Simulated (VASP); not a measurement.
# BN (P6_3/mmc) in VASP: a series of runs

The runs below take BN through single point, with PBE+D3(BJ).

Everything below comes from runs of VASP 6.6.1. Logs are shortened: lines on timing, memory, paths and dates and some standing lists are left out, and cuts for length are marked.

### Step 1. The cell of the first run

Symmetry: P6_3/mmc, No. 194, hexagonal system. The conventional cell has a = 2.478 Å, b = 2.478 Å, c = 5.414 Å, α = 90.00°, β = 90.00°, γ = 120.00°. Within 1.9 Å of B (site symmetry -6m2) lie 3 N at 1.43 Å. Within 1.9 Å of N (site symmetry -6m2) lie 3 B at 1.43 Å.

### Step 2. Single point, PBE+D3(BJ) (7.20 Å³/atom)

File INCAR:

```
ALGO = Normal
EDIFF = 1E-6
ENCUT = 520
GGA = PE
ISIF = 2
ISMEAR = 0
IVDW = 12
LASPH = True
LCHARG = False
LREAL = False
LWAVE = False
NBANDS = 16
NELM = 100
PREC = Accurate
SIGMA = 0.05
```

File KPOINTS:

```
k-points
0
Gamma
  12 12 4
```

File POSCAR:

```
BN
1.0
    2.4779257386      0.0000000000      0.0000000000
   -1.2389628693      2.1459466383      0.0000000000
    0.0000000000      0.0000000000      5.4137115389
B N
2 2
Direct
    0.3333333333      0.6666666667      0.2500000000
    0.6666666667      0.3333333333      0.7500000000
    0.3333333333      0.6666666667      0.7500000000
    0.6666666667      0.3333333333      0.2500000000
```

Potentials or basis: VASP PAW PBE potentials, release 64 (B, N).

On the command line:

```
$ cat potpaw_PBE.64/B/POTCAR potpaw_PBE.64/N/POTCAR > POTCAR
$ mpirun -np 1 vasp_std > vasp.out
```

OUTCAR:

```text
EDIFF = 1E-6
   ENCUT = 520
   GGA = PE
   ISIF = 2
   ISMEAR = 0
   IVDW = 12
   LASPH = True
   LREAL = False
   NELM = 100
   PREC = Accurate
 IVDW          = 12

 ion  position               nearest neighbor table
   1  0.333  0.667  0.250-   4 1.43   4 1.43   4 1.43
   2  0.667  0.333  0.750-   3 1.43   3 1.43   3 1.43
   3  0.333  0.667  0.750-   2 1.43   2 1.43   2 1.43
   4  0.667  0.333  0.250-   1 1.43   1 1.43   1 1.43

  LATTYP: Found a hexagonal cell.
 ALAT       =     2.4779257386
 C/A-ratio  =     2.1847755381

  Lattice vectors:

 A1 = (   2.4779257386,   0.0000000000,   0.0000000000)
 A2 = (  -1.2389628693,   2.1459466383,   0.0000000000)
 A3 = (   0.0000000000,   0.0000000000,   5.4137115389)

Analysis of symmetry for initial positions (statically):
=====================================================================
 Subroutine PRICEL returns:
 Original cell was already a primitive cell.

 Routine SETGRP: Setting up the symmetry group for a
 hexagonal supercell.

 Subroutine GETGRP returns: Found 24 space group operations
 (whereof 12 operations were pure point group operations)
 out of a pool of 24 trial point group operations.

The static configuration has the point symmetry D_3d.
 The point group associated with its full space group is D_6h.

Analysis of symmetry for dynamics (positions and initial velocities):
=====================================================================
 Subroutine PRICEL returns:
 Original cell was already a primitive cell.

 Routine SETGRP: Setting up the symmetry group for a
 hexagonal supercell.

 Subroutine GETGRP returns: Found 24 space group operations
 (whereof 12 operations were pure point group operations)
 out of a pool of 24 trial point group operations.

The dynamic configuration has the point symmetry D_3d.
 The point group associated with its full space group is D_6h.

 Subroutine INISYM returns: Found 24 space group operations
 (whereof 12 operations are pure point group operations),
 and found     1 'primitive' translations

----------------------------------------------------------------------------------------

                                     Primitive cell

  volume of cell :      28.7874

  direct lattice vectors                    reciprocal lattice vectors
     2.477925739  0.000000000  0.000000000     0.403563345  0.232997406  0.000000000
    -1.238962869  2.145946638  0.000000000     0.000000000  0.465994812  0.000000000
     0.000000000  0.000000000  5.413711539     0.000000000  0.000000000  0.184716159

  length of vectors
     2.477925739  2.477925739  5.413711539     0.465994812  0.465994812  0.184716159

  position of ions in fractional coordinates (direct lattice)
     0.333333333  0.666666667  0.250000000
     0.666666667  0.333333333  0.750000000
     0.333333333  0.666666667  0.750000000
     0.666666667  0.333333333  0.250000000

  ion indices of the primitive-cell ions
   primitive index   ion index
                 1           1
                 2           2
                 3           3
                 4           4

----------------------------------------------------------------------------------------

 KPOINTS: k-points

Automatic generation of k-mesh.
 Grid dimensions read from file:
 generate k-points for:   12   12    4

 Generating k-lattice:

  Cartesian coordinates                     Fractional coordinates (reciprocal lattice)
     0.033630279  0.019416450  0.000000000     0.083333333  0.000000000  0.000000000
     0.000000000  0.038832901  0.000000000     0.000000000  0.083333333  0.000000000
     0.000000000  0.000000000  0.046179040     0.000000000  0.000000000  0.250000000

  Length of vectors
     0.038832901  0.038832901  0.046179040

  Shift w.r.t. Gamma in fractional coordinates (k-lattice)
     0.000000000  0.000000000  0.000000000

 Subroutine IBZKPT returns following result:
 ===========================================

 Found     57 irreducible k-points:

 Following reciprocal coordinates:
            Coordinates               Weight
  0.000000  0.000000  0.000000      1.000000
  0.083333 -0.000000  0.000000      6.000000
  0.166667  0.000000  0.000000      6.000000
  0.250000 -0.000000  0.000000      6.000000
  0.333333 -0.000000  0.000000      6.000000
  0.416667  0.000000  0.000000      6.000000
[... 16 lines left out ...]
  0.250000 -0.000000  0.250000     12.000000
  0.333333 -0.000000  0.250000     12.000000
 [... further k-points ...]
   k-points           NKPTS =     57   k-points in BZ     NKDIM =     57   number of bands    NBANDS=     16
   number of dos      NEDOS =    301   number of ions     NIONS =      4
   total plane-waves  NPLWV =  12960
   dimension x,y,z NGX =    18 NGY =   18 NGZ =   40
   dimension x,y,z NGXF=    36 NGYF=   36 NGZF=   80
   ions per type =               2   2
   NGX,Y,Z   is equivalent  to a cutoff of  12.08, 12.08, 12.28 a.u.
   NGXF,Y,Z  is equivalent  to a cutoff of  24.15, 24.15, 24.57 a.u.
 SYSTEM =  unknown system
   PREC   = accura    normal or accurate (medium, high low for compatibility)
   ISTART =      0    job   : 0-new  1-cont  2-samecut
   ICHARG =      2    charge: 1-file 2-atom 10-const
   ISPIN  =      1    spin polarized calculation?
   LNONCOLLINEAR =      F non collinear calculations
   LSORBIT =      F    spin-orbit coupling
   LASPH  =      T    aspherical Exc in radial PAW
   ENCUT  =  520.0 eV  38.22 Ry    6.18 a.u.   4.61  4.61 10.07*2*pi/ulx,y,z
   NELM   =    100;   NELMIN=  2; NELMDL= -5     # of ELM steps
   EDIFF  = 0.1E-05   stopping-criterion for ELM
   LREAL  =      F    real-space projection
   EDIFFG = 0.1E-04   stopping-criterion for IOM
   NSW    =      0    number of steps for IOM
   IBRION =     -1    ionic relax: 0-MD 1-quasi-New 2-CG
   NFREE  =      0    steps in history (QN), initial steepest desc. (CG)
   ISIF   =      2    stress and relaxation
   ISYM   =      2    0-nonsym 1-usesym 2-fastsym
   POTIM  = 0.5000    time-step for ionic-motion
   TEBEG  =    0.0;   TEEND  =   0.0 temperature during run
   PSTRESS=    0.0 pullay stress
   NELECT =      16.0000    total number of electrons
   NUPDOWN=      -1.0000    fix difference up-down
   EMIN   =  10.00;   EMAX   =-10.00  energy-range for DOS
   EFERMI =   0.00;   METHOD = LEGACY
   ISMEAR =     0;   SIGMA  =   0.05  broadening in eV -4-tet -1-fermi 0-gaus
   EFERMI_NEDOS =   21; number of points for ismear=-14 and -15
   IALGO  =     38    algorithm
   IMIX   =      4    mixing-type and parameters
     AMIX     =   0.40;   BMIX     =  1.00
     AMIX_MAG =   1.60;   BMIX_MAG =  1.00
  volume/ion in A,a.u.               =       7.20        48.57
  Fermi-wavevector in a.u.,A,eV,Ry     =   1.346007  2.543585 24.650157  1.811735
  Thomas-Fermi vector in A             =   2.473874
   LORBIT       =      0    0 simple, 1 ext, 2 COOP (PROOUT), +10 PAW based schemes
   GGA     = PE    functional components
   LHFCALC =     F    Hartree Fock is set to
   AEXX    =    0.0000 exact exchange contribution
   IVDW    =    12    specifies the selected vdW correction
   LEPSILON=     F    determine dielectric tensor
   LRPA    =     F    only Hartree local field effects (RPA)
 non-spin polarized calculation
 Gauss-broadening in eV      SIGMA  =   0.05
  energy-cutoff  :      520.00
  volume of cell :       28.79
 maximum number of plane-waves:       790
   NGX =  9   NGY =  9   NGZ = 21

 number of electron      15.9999995 magnetization

 Free energy of the ion-electron system (eV)
  ---------------------------------------------------
  ext. energy  EPLUGINS =         0.00000000
  ---------------------------------------------------
  free energy    TOTEN  =       -34.71618326 eV

  energy without entropy =      -34.71618326  energy(sigma->0) =      -34.71618326

 E-fermi :   4.8785     XC(G=0): -11.4809

 val. band max:        4.5462520041   @ k =   0.2500   0.2500   0.0000
 cond. band min:       8.4817926513   @ k =   0.5000  -0.0000   0.2500
 fundamental gap:      3.9355406472
 Fermi energy:         4.8784685095

 k-point     1 :       0.0000    0.0000    0.0000
  band No.  band energies     occupation
      1     -14.1634      2.00000
      2     -12.9969      2.00000
      3      -3.2945      2.00000
      4       1.7966      2.00000
      5       2.9081      2.00000
      6       2.9081      2.00000
[... 8 lines left out ...]
     15      17.5124      0.00000
     16      17.5500      0.00000

 k-point     2 :       0.0833   -0.0000    0.0000
  band No.  band energies     occupation
      1     -14.0193      2.00000
      2     -12.8675      2.00000
      3      -3.1008      2.00000
      4       1.9523      2.00000
      5       2.3268      2.00000
      6       2.5764      2.00000
[... 8 lines left out ...]
     15      16.9934      0.00000
     16      17.9924      0.00000

 k-point     3 :       0.1667    0.0000    0.0000
  band No.  band energies     occupation
      1     -13.5932      2.00000
      2     -12.4875      2.00000
      3      -2.5258      2.00000
      4       0.8525      2.00000
      5       1.1668      2.00000
      6       1.9575      2.00000
[... 8 lines left out ...]
     15      18.6379      0.00000
     16      19.0481      0.00000

 k-point     4 :       0.2500   -0.0000    0.0000
  band No.  band energies     occupation
      1     -12.9089      2.00000
      2     -11.8876      2.00000
      3      -1.5916      2.00000
      4      -1.0179      2.00000
      5      -0.6227      2.00000
      6       1.1865      2.00000
[... 8 lines left out ...]
     15      20.5370      0.00000
     16      20.9622      0.00000
[... 324 lines left out ...]
 k-point    22 :       0.1667    0.0000    0.2500
  band No.  band energies     occupation
      1     -13.4561      2.00000
      2     -12.6807      2.00000
      3      -1.9409      2.00000
      4       0.9126      2.00000
      5       0.9835      2.00000
      6       1.6045      2.00000
[... 8 lines left out ...]
     15      18.5589      0.00000
     16      18.7661      0.00000

 k-point    23 :       0.2500   -0.0000    0.2500
  band No.  band energies     occupation
      1     -12.7804      2.00000
      2     -12.0632      2.00000
      3      -1.2632      2.00000
      4      -0.7237      2.00000
      5      -0.7051      2.00000
      6       1.2312      2.00000
[... 8 lines left out ...]
     15      20.5872      0.00000
     16      20.8851      0.00000

 k-point    24 :       0.3333   -0.0000    0.2500
  band No.  band energies     occupation
      1     -11.9119      2.00000
      2     -11.2951      2.00000
      3      -2.8468      2.00000
      4      -2.5186      2.00000
      5       0.2241      2.00000
      6       0.5764      2.00000
[... 8 lines left out ...]
     15      22.6433      0.00000
     16      23.2254      0.00000

 [... further k-points ...]

------------------------ aborting loop because EDIFF is reached ----------------------------------------

 Edisp (eV)   -0.72893

 E8    (eV) :    -0.2170

  FORCE on cell =-STRESS in cart. coord.  units (eV):
  Direction    XX          YY          ZZ          XY          YZ          ZX
  --------------------------------------------------------------------------------------
  -------------------------------------------------------------------------------------
  Total       3.02221     3.02221     2.94772     0.00000     0.00000     0.00000
  in kB     168.20286   168.20286   164.05677     0.00000     0.00000     0.00000
  external pressure =      166.82 kB  Pullay stress =        0.00 kB

 VOLUME and BASIS-vectors are now :
 -----------------------------------------------------------------------------
  energy-cutoff  :      520.00
  volume of cell :       28.79
      direct lattice vectors                 reciprocal lattice vectors
     2.477925739  0.000000000  0.000000000     0.403563345  0.232997406  0.000000000
    -1.238962869  2.145946638  0.000000000     0.000000000  0.465994812  0.000000000
     0.000000000  0.000000000  5.413711539     0.000000000  0.000000000  0.184716159

 POSITION                                       TOTAL-FORCE (eV/Angst)
 -----------------------------------------------------------------------------------
     -0.00000      1.43063      1.35343         0.000000     -0.000000      0.000000
      1.23896      0.71532      4.06028        -0.000000      0.000000      0.000000
     -0.00000      1.43063      4.06028         0.000000      0.000000      0.000000
      1.23896      0.71532      1.35343        -0.000000     -0.000000      0.000000
 -----------------------------------------------------------------------------------
    total drift:                               -0.000000      0.000000      0.000000

  FREE ENERGIE OF THE ION-ELECTRON SYSTEM (eV)
  ---------------------------------------------------
  free  energy   TOTEN  =       -35.4451111088 eV

  energy  without entropy=      -35.4451111088  energy(sigma->0) =      -35.44511111
```

Wall time 27 s (1 thread of Intel Xeon 8259CL, shared host); peak memory 0.16 GiB.

What came out:

```yaml
Free_energy: -35.4451 eV
Pressure: 16.7 GPa
Band_gap_on_the_k_mesh: 3.94 eV (least direct gap 4.38 eV)
Dispersion_energy_per_atom: -0.182 eV
```

Stress tensor (GPa, compression positive):
```
16.82  0.00  0.00
 0.00 16.82  0.00
 0.00  0.00 16.41
```

Caveat: the cell stands under pressure. A k mesh can miss the band edges.

### Step 3. Single point, PBE+D3(BJ) (7.56 Å³/atom)

This run uses another cell than the first one, of 7.56 Å³/atom.

File INCAR:

```
ALGO     = Normal         # electronic algorithm
EDIFF    = 1E-7           # SCF threshold, eV
ENCUT    = 520            # plane-wave cutoff, eV
GGA      = PE             # functional
ISIF     = 2              # what is computed and relaxed
ISMEAR   = 0              # smearing method
IVDW     = 12             # dispersion correction
LASPH    = T              # aspherical terms in the spheres
LCHARG   = T              # write CHGCAR
LELF     = T              # ELF
LREAL    = F              # projectors in reciprocal space
LVHAR    = T            
LWAVE    = F              # write WAVECAR
NBANDS   = 16             # bands
NELM     = 80             # most SCF steps
PREC     = Accurate       # precision mode
SIGMA    = 0.05           # smearing width, eV
```

KPOINTS is that of step 2.

File POSCAR:

```
BN
1.0
    2.4862314947      0.0000000000      0.0000000000
   -1.2431157473      2.1531396341      0.0000000000
    0.0000000000      0.0000000000      5.6464808131
B N
2 2
Direct
    0.3333333333      0.6666666667      0.2500000000
    0.6666666667      0.3333333333      0.7500000000
    0.3333333333      0.6666666667      0.7500000000
    0.6666666667      0.3333333333      0.2500000000
```

Potentials or basis: VASP PAW PBE potentials, release 64 (B, N).

On the command line:

```
$ cat potpaw_PBE.64/B/POTCAR potpaw_PBE.64/N/POTCAR > POTCAR
$ mpirun -np 1 vasp_std > vasp.out
```

Wall time 37 s (1 thread of Intel Xeon 8259CL, shared host); peak memory 0.16 GiB.

Results (log left out):

| Item | Value |
| --- | --- |
| Free energy | -35.5674 eV |
| Pressure | 10.9 GPa |
| Band gap on the k mesh | 4.07 eV (least direct gap 4.33 eV) |
| Dispersion energy per atom | -0.173 eV |

Stress tensor (GPa, compression positive):
```
11.01  0.00  0.00
 0.00 11.01  0.00
 0.00  0.00 10.61
```

Levels at points of the mesh, in eV from the valence-band top:
| k point | band 4 | band 5 | band 6 | band 7 | band 8 | band 9 | band 10 | band 11 | band 12 | band 13 |
| --- | --- | --- | --- | --- | --- | --- | --- | --- | --- | --- |
| (0.00, 0.00, 0.00) | -3.02 | -1.47 | -1.47 | -1.31 | -1.31 | 6.62 | 11.45 | 11.45 | 11.86 | 11.86 |
| (0.50, 0.00, 0.00) | -8.97 | -4.38 | -4.13 | -2.31 | -0.21 | 4.12 | 6.61 | 9.78 | 9.93 | 13.74 |
| (0.00, 0.00, 0.50) | -5.48 | -1.39 | -1.39 | -1.39 | -1.39 | 9.83 | 9.83 | 11.64 | 11.64 | 11.64 |
| (0.50, 0.00, 0.50) | -9.13 | -4.26 | -4.26 | -1.07 | -1.07 | 4.65 | 4.65 | 10.13 | 10.13 | 14.74 |

Caveat: the cell stands under pressure.
